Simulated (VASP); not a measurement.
# LaTe3Cl3 (Pm-3m) in VASP: single point with PBE

Aim: the single point of LaTe3Cl3 with PBE.

All numbers are computed with VASP 6.6.1; they aren't measurements. Logs are shortened: lines on timing, memory, paths and dates and some standing lists are left out, and cuts for length are marked.

## (1) The cell of the first run

The structure is cubic, space group Pm-3m (No. 221). Conventional cell: a = 6.135 Å, b = 6.135 Å, c = 6.135 Å, α = 90.00°, β = 90.00°, γ = 90.00°. Within 4.0 Å of La (site symmetry m-3m) lie 6 Te at 3.07 Å. Within 4.0 Å of Te (site symmetry 4/mmm) lie 2 La at 3.07 Å and 4 Cl at 3.07 Å. Within 4.0 Å of Cl (site symmetry 4/mmm) lie 4 Te at 3.07 Å.

The cell was built from a structure type or drawn by symmetry, and may not be a known phase.

## (2) Single point, PBE

The input, INCAR:

```
SYSTEM = LaTe3Cl3
PREC     = Accurate       ! precision mode
ENCUT    = 520            ! plane-wave cutoff, eV
EDIFF    = 1E-6           ! SCF threshold, eV
ISMEAR   = 0              ! smearing method
SIGMA    = 0.1            ! smearing width, eV
LREAL    = .FALSE.        ! projectors in reciprocal space
LASPH    = .TRUE.         ! aspherical terms in the spheres
NELM     = 80             ! most SCF steps
ALGO     = Normal         ! electronic algorithm
ISIF     = 2              ! what is computed and relaxed
LWAVE    = .FALSE.        ! write WAVECAR
LCHARG   = .FALSE.        ! write CHGCAR
GGA      = PE             ! functional
NBANDS   = 34             ! bands
```

The input, KPOINTS:

```
regular mesh
0
G
  4 4 4
  0 0 0
```

The input, POSCAR:

```
LaTe3Cl3
1.0
    6.1354113200      0.0000000000      0.0000000000
    0.0000000000      6.1354113200      0.0000000000
    0.0000000000      0.0000000000      6.1354113200
La Te Cl
1 3 3
Direct
    0.5000000000      0.5000000000      0.5000000000
    0.5000000000      0.5000000000      0.0000000000
    0.0000000000      0.5000000000      0.5000000000
    0.5000000000      0.0000000000      0.5000000000
    0.5000000000      0.0000000000      0.0000000000
    0.0000000000      0.5000000000      0.0000000000
    0.0000000000      0.0000000000      0.5000000000
```

Potentials or basis: VASP PAW PBE potentials, release 64 (La, Te, Cl).

Launch:

```console
$ cat potpaw_PBE.64/La/POTCAR potpaw_PBE.64/Te/POTCAR potpaw_PBE.64/Cl/POTCAR > POTCAR
$ mpirun -np 1 vasp_std > vasp.out
```

OUTCAR:

```text
SYSTEM = LaTe3Cl3
   PREC = Accurate
   ENCUT = 520
   EDIFF = 1E-6
   ISMEAR = 0
   LREAL = .FALSE.
   LASPH = .TRUE.
   NELM = 80
   ISIF = 2
   GGA = PE

 ion  position               nearest neighbor table
   1  0.500  0.500  0.500-   2 3.07   3 3.07   4 3.07   2 3.07   4 3.07   3 3.07
   2  0.500  0.500  0.000-   1 3.07   5 3.07   6 3.07   1 3.07   5 3.07   6 3.07
   3  0.000  0.500  0.500-   1 3.07   6 3.07   7 3.07   6 3.07   7 3.07   1 3.07
   4  0.500  0.000  0.500-   1 3.07   5 3.07   7 3.07   5 3.07   1 3.07   7 3.07
   5  0.500  0.000  0.000-   2 3.07   4 3.07   4 3.07   2 3.07
   6  0.000  0.500  0.000-   2 3.07   3 3.07   3 3.07   2 3.07
   7  0.000  0.000  0.500-   3 3.07   4 3.07   3 3.07   4 3.07

  LATTYP: Found a simple cubic cell.
 ALAT       =     6.1354113200

  Lattice vectors:

 A1 = (   6.1354113200,   0.0000000000,   0.0000000000)
 A2 = (   0.0000000000,   6.1354113200,   0.0000000000)
 A3 = (   0.0000000000,   0.0000000000,   6.1354113200)

Analysis of symmetry for initial positions (statically):
=====================================================================
 Subroutine PRICEL returns:
 Original cell was already a primitive cell.

 Routine SETGRP: Setting up the symmetry group for a
 simple cubic supercell.

 Subroutine GETGRP returns: Found 48 space group operations
 (whereof 48 operations were pure point group operations)
 out of a pool of 48 trial point group operations.

The static configuration has the point symmetry O_h .

Analysis of symmetry for dynamics (positions and initial velocities):
=====================================================================
 Subroutine PRICEL returns:
 Original cell was already a primitive cell.

 Routine SETGRP: Setting up the symmetry group for a
 simple cubic supercell.

 Subroutine GETGRP returns: Found 48 space group operations
 (whereof 48 operations were pure point group operations)
 out of a pool of 48 trial point group operations.

The dynamic configuration has the point symmetry O_h .

 Subroutine INISYM returns: Found 48 space group operations
 (whereof 48 operations are pure point group operations),
 and found     1 'primitive' translations

----------------------------------------------------------------------------------------

                                     Primitive cell

  volume of cell :     230.9570

  direct lattice vectors                    reciprocal lattice vectors
     6.135411320  0.000000000  0.000000000     0.162988257  0.000000000  0.000000000
     0.000000000  6.135411320  0.000000000     0.000000000  0.162988257  0.000000000
     0.000000000  0.000000000  6.135411320     0.000000000  0.000000000  0.162988257

  length of vectors
     6.135411320  6.135411320  6.135411320     0.162988257  0.162988257  0.162988257

  position of ions in fractional coordinates (direct lattice)
     0.500000000  0.500000000  0.500000000
     0.500000000  0.500000000  0.000000000
     0.000000000  0.500000000  0.500000000
     0.500000000  0.000000000  0.500000000
     0.500000000  0.000000000  0.000000000
     0.000000000  0.500000000  0.000000000
     0.000000000  0.000000000  0.500000000

  ion indices of the primitive-cell ions
   primitive index   ion index
                 1           1
                 2           2
                 3           3
                 4           4
                 5           5
                 6           6
                 7           7

----------------------------------------------------------------------------------------

 KPOINTS: regular mesh

Automatic generation of k-mesh.
 Grid dimensions read from file:
 generate k-points for:    4    4    4

 Generating k-lattice:

  Cartesian coordinates                     Fractional coordinates (reciprocal lattice)
     0.040747064  0.000000000  0.000000000     0.250000000  0.000000000  0.000000000
     0.000000000  0.040747064  0.000000000     0.000000000  0.250000000  0.000000000
     0.000000000  0.000000000  0.040747064     0.000000000  0.000000000  0.250000000

  Length of vectors
     0.040747064  0.040747064  0.040747064

  Shift w.r.t. Gamma in fractional coordinates (k-lattice)
     0.000000000  0.000000000  0.000000000

 Subroutine IBZKPT returns following result:
 ===========================================

 Found     10 irreducible k-points:

 Following reciprocal coordinates:
            Coordinates               Weight
  0.000000  0.000000  0.000000      1.000000
  0.250000  0.000000  0.000000      6.000000
  0.500000  0.000000  0.000000      3.000000
  0.250000  0.250000  0.000000     12.000000
  0.500000  0.250000  0.000000     12.000000
  0.500000  0.500000  0.000000      3.000000
  0.250000  0.250000  0.250000      8.000000
  0.500000  0.250000  0.250000     12.000000
  0.500000  0.500000  0.250000      6.000000
  0.500000  0.500000  0.500000      1.000000
   k-points           NKPTS =     10   k-points in BZ     NKDIM =     10   number of bands    NBANDS=     34
   number of dos      NEDOS =    301   number of ions     NIONS =      7
   total plane-waves  NPLWV = 110592
   dimension x,y,z NGX =    48 NGY =   48 NGZ =   48
   dimension x,y,z NGXF=    96 NGYF=   96 NGZF=   96
   ions per type =               1   3   3
   NGX,Y,Z   is equivalent  to a cutoff of  13.01, 13.01, 13.01 a.u.
   NGXF,Y,Z  is equivalent  to a cutoff of  26.01, 26.01, 26.01 a.u.
 SYSTEM =  LaTe3Cl3
   PREC   = accura    normal or accurate (medium, high low for compatibility)
   ISTART =      0    job   : 0-new  1-cont  2-samecut
   ICHARG =      2    charge: 1-file 2-atom 10-const
   ISPIN  =      1    spin polarized calculation?
   LNONCOLLINEAR =      F non collinear calculations
   LSORBIT =      F    spin-orbit coupling
   LASPH  =      T    aspherical Exc in radial PAW
   ENCUT  =  520.0 eV  38.22 Ry    6.18 a.u.  11.41 11.41 11.41*2*pi/ulx,y,z
   NELM   =     80;   NELMIN=  2; NELMDL= -5     # of ELM steps
   EDIFF  = 0.1E-05   stopping-criterion for ELM
   LREAL  =      F    real-space projection
   EDIFFG = 0.1E-04   stopping-criterion for IOM
   NSW    =      0    number of steps for IOM
   IBRION =     -1    ionic relax: 0-MD 1-quasi-New 2-CG
   NFREE  =      0    steps in history (QN), initial steepest desc. (CG)
   ISIF   =      2    stress and relaxation
   ISYM   =      2    0-nonsym 1-usesym 2-fastsym
   POTIM  = 0.5000    time-step for ionic-motion
   TEBEG  =    0.0;   TEEND  =   0.0 temperature during run
   PSTRESS=    0.0 pullay stress
   NELECT =      50.0000    total number of electrons
   NUPDOWN=      -1.0000    fix difference up-down
   EMIN   =  10.00;   EMAX   =-10.00  energy-range for DOS
   EFERMI =   0.00;   METHOD = LEGACY
   ISMEAR =     0;   SIGMA  =   0.10  broadening in eV -4-tet -1-fermi 0-gaus
   EFERMI_NEDOS =   21; number of points for ismear=-14 and -15
   IALGO  =     38    algorithm
   IMIX   =      4    mixing-type and parameters
     AMIX     =   0.40;   BMIX     =  1.00
     AMIX_MAG =   1.60;   BMIX_MAG =  1.00
  volume/ion in A,a.u.               =      32.99       222.65
  Fermi-wavevector in a.u.,A,eV,Ry     =   0.983002  1.857605 13.147218  0.966293
  Thomas-Fermi vector in A             =   2.114127
   LORBIT       =      0    0 simple, 1 ext, 2 COOP (PROOUT), +10 PAW based schemes
   GGA     = PE    functional components
   LHFCALC =     F    Hartree Fock is set to
   AEXX    =    0.0000 exact exchange contribution
   IVDW    =     0    specifies the selected vdW correction
   LEPSILON=     F    determine dielectric tensor
   LRPA    =     F    only Hartree local field effects (RPA)
 non-spin polarized calculation
 Gauss-broadening in eV      SIGMA  =   0.10
  energy-cutoff  :      520.00
  volume of cell :      230.96
 maximum number of plane-waves:      6239
 NGX is ok and might be reduce to    48
   NGX = 23   NGY = 23   NGZ = 23

 number of electron      50.0000014 magnetization

 Free energy of the ion-electron system (eV)
  ---------------------------------------------------
  ext. energy  EPLUGINS =         0.00000000
  ---------------------------------------------------
  free energy    TOTEN  =       -22.23571854 eV

  energy without entropy =      -22.16858010  energy(sigma->0) =      -22.20214932

 E-fermi :   3.8030     XC(G=0):  -8.4006

 val. band max:        3.7840687356   @ k =   0.2500   0.2500   0.0000
 cond. band min:       3.8209531393   @ k =   0.5000   0.2500   0.2500
 fundamental gap:      0.0368844038
 Fermi energy:         3.8030304290

 k-point     1 :       0.0000    0.0000    0.0000
  band No.  band energies     occupation
      1     -28.6768      2.00000
      2     -12.6087      2.00000
      3     -12.6087      2.00000
      4     -12.6087      2.00000
      5     -11.4063      2.00000
      6     -11.1230      2.00000
[... 26 lines left out ...]
     33       6.5121      0.00000
     34       6.5130      0.00000

 k-point     2 :       0.2500    0.0000    0.0000
  band No.  band energies     occupation
      1     -28.6769      2.00000
      2     -12.6639      2.00000
      3     -12.6076      2.00000
      4     -12.6076      2.00000
      5     -11.3430      2.00000
      6     -11.1467      2.00000
[... 26 lines left out ...]
     33       6.3959      0.00000
     34       6.4369      0.00000

 k-point     3 :       0.5000    0.0000    0.0000
  band No.  band energies     occupation
      1     -28.6770      2.00000
      2     -12.7154      2.00000
      3     -12.6065      2.00000
      4     -12.6065      2.00000
      5     -11.2285      2.00000
      6     -11.2244      2.00000
[... 26 lines left out ...]
     33       6.3552      0.00000
     34       6.4048      0.00000

 k-point     4 :       0.2500    0.2500    0.0000
  band No.  band energies     occupation
      1     -28.6770      2.00000
      2     -12.6633      2.00000
      3     -12.6562      2.00000
      4     -12.6065      2.00000
      5     -11.2929      2.00000
      6     -11.1415      2.00000
[... 26 lines left out ...]
     33       6.3104      0.00000
     34       6.4113      0.00000

 k-point     5 :       0.5000    0.2500    0.0000
  band No.  band energies     occupation
      1     -28.6771      2.00000
      2     -12.7088      2.00000
      3     -12.6556      2.00000
      4     -12.6053      2.00000
      5     -11.2072      2.00000
      6     -11.1919      2.00000
[... 26 lines left out ...]
     33       6.2370      0.00000
     34       6.3762      0.00000

 k-point     6 :       0.5000    0.5000    0.0000
  band No.  band energies     occupation
      1     -28.6772      2.00000
      2     -12.7022      2.00000
      3     -12.7022      2.00000
      4     -12.6042      2.00000
      5     -11.1604      2.00000
      6     -11.1604      2.00000
[... 26 lines left out ...]
     33       6.2381      0.00000
     34       6.3736      0.00000

 k-point     7 :       0.2500    0.2500    0.2500
  band No.  band energies     occupation
      1     -28.6771      2.00000
      2     -12.6623      2.00000
      3     -12.6524      2.00000
      4     -12.6524      2.00000
      5     -11.2551      2.00000
      6     -11.1308      2.00000
[... 26 lines left out ...]
     33       6.3066      0.00000
     34       6.3084      0.00000

 k-point     8 :       0.5000    0.2500    0.2500
  band No.  band energies     occupation
      1     -28.6772      2.00000
      2     -12.7024      2.00000
      3     -12.6547      2.00000
      4     -12.6485      2.00000
      5     -11.1909      2.00000
      6     -11.1736      2.00000
[... 26 lines left out ...]
     33       6.2401      0.00000
     34       6.2463      0.00000

 k-point     9 :       0.5000    0.5000    0.2500
  band No.  band energies     occupation
      1     -28.6772      2.00000
      2     -12.6959      2.00000
      3     -12.6959      2.00000
      4     -12.6477      2.00000
      5     -11.1557      2.00000
      6     -11.1557      2.00000
[... 26 lines left out ...]
     33       6.2376      0.00000
     34       6.2442      0.00000

 k-point    10 :       0.5000    0.5000    0.5000
  band No.  band energies     occupation
      1     -28.6773      2.00000
      2     -12.6896      2.00000
      3     -12.6896      2.00000
      4     -12.6896      2.00000
      5     -11.1509      2.00000
      6     -11.1509      2.00000
[... 26 lines left out ...]
     33       6.2205      0.00000
     34       6.2248      0.00000

------------------------ aborting loop because EDIFF is reached ----------------------------------------

  FORCE on cell =-STRESS in cart. coord.  units (eV):
  Direction    XX          YY          ZZ          XY          YZ          ZX
  --------------------------------------------------------------------------------------
  -------------------------------------------------------------------------------------
  Total        4.4600150      4.4600150      4.4600150     -0.0000000      0.0000000      0.0000000
  in kB       30.9396824     30.9396824     30.9396824     -0.0000000      0.0000000      0.0000000
  external PRESSURE =      30.9396824 kB  Pullay stress =       0.0000000 kB

 VOLUME and BASIS-vectors are now :
 -----------------------------------------------------------------------------
  energy-cutoff  :      520.00
  volume of cell :      230.96
      direct lattice vectors                 reciprocal lattice vectors
     6.135411320  0.000000000  0.000000000     0.162988257  0.000000000  0.000000000
     0.000000000  6.135411320  0.000000000     0.000000000  0.162988257  0.000000000
     0.000000000  0.000000000  6.135411320     0.000000000  0.000000000  0.162988257

 POSITION                                       TOTAL-FORCE (eV/Angst)
 -----------------------------------------------------------------------------------
      3.06771      3.06771      3.06771         0.000000      0.000000      0.000000
      3.06771      3.06771      0.00000         0.000000      0.000000      0.000000
      0.00000      3.06771      3.06771         0.000000      0.000000      0.000000
      3.06771      0.00000      3.06771         0.000000      0.000000      0.000000
      3.06771      0.00000      0.00000         0.000000      0.000000      0.000000
      0.00000      3.06771      0.00000         0.000000      0.000000      0.000000
      0.00000      0.00000      3.06771         0.000000      0.000000      0.000000
 -----------------------------------------------------------------------------------
    total drift:                               -0.000000      0.000000      0.000000

  FREE ENERGIE OF THE ION-ELECTRON SYSTEM (eV)
  ---------------------------------------------------
  free  energy   TOTEN  =       -22.2357185448 eV

  energy  without entropy=      -22.1685800975  energy(sigma->0) =      -22.20214932
```

Wall time 80 s (1 thread of AMD EPYC 7R13 (Zen 3), shared host); peak memory 0.32 GiB.

Results:

- Free energy: -22.2357 eV
- Pressure: 3.1 GPa
- Band gap on the k mesh: zero (bands 25 and 26 overlap by 1.79 eV)

Levels at points of the mesh, in eV from the Fermi level:
```csv
k point,band 21,band 22,band 23,band 24,band 25,band 26,band 27,band 28,band 29,band 30
"(0.00, 0.00, 0.00)",-1.11,-1.11,0.97,0.97,0.97,1.06,1.06,1.06,1.21,1.21
"(0.50, 0.00, 0.00)",-1.30,-1.30,-1.11,-1.04,0.57,0.57,0.91,0.91,1.27,2.36
"(0.50, 0.50, 0.00)",-2.47,-1.83,-1.50,-1.34,-1.34,-0.61,0.49,0.49,2.35,2.38
"(0.50, 0.50, 0.50)",-2.41,-2.41,-2.22,-2.22,-2.22,-0.82,-0.82,-0.82,2.39,2.39
```

Caveat: the cell stands under pressure; spin-orbit coupling is left out, which moves the levels of the heavy elements.
